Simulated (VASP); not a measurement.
Input of a VASP 6.6.1 run:

INCAR

```
SYSTEM = Au
PREC = Accurate ; ENCUT = 520
EDIFF = 1E-7 ; ISMEAR = 0
SIGMA = 0.15 ; LREAL = .FALSE.
LASPH = .TRUE. ; NELM = 100
ALGO = Fast ; ISIF = 2
LWAVE = .FALSE. ; LCHARG = .FALSE.
GGA = PS ; NBANDS = 12
```

File KPOINTS:

```
Automatic mesh
0
G
  26 26 26
  0 0 0
```

POSCAR

```
Au
1.0
    0.0000000000      1.9806763535      2.0725634009
    1.9806763535      0.0000000000      2.0725634009
    1.9806763535      1.9806763535      0.0000000000
Au
1
Direct
    0.0000000000      0.0000000000      0.0000000000
```

Potentials or basis: VASP PAW PBE potentials, release 64 (Au).

Command:

```bash
$ cat potpaw_PBE.64/Au/POTCAR > POTCAR
$ mpirun -np 1 vasp_std > vasp.out
```

Predict the band gap on the k mesh.

zero (an odd number of electrons rules out a gap without spin polarisation).

Predict the pressure.

8.8 GPa.

Stress tensor (GPa, compression positive):
```
9.51 0.00 0.00
0.00 9.51 0.00
0.00 0.00 7.38
```

Caveat: the cell differs from its parent crystal (strain -0.030 along x and y, +0.015 along z); the cell stands under pressure; the PAW data sets were made with another functional, which shifts forces and pressure a little; spin-orbit coupling is left out, which moves the levels of the heavy elements.
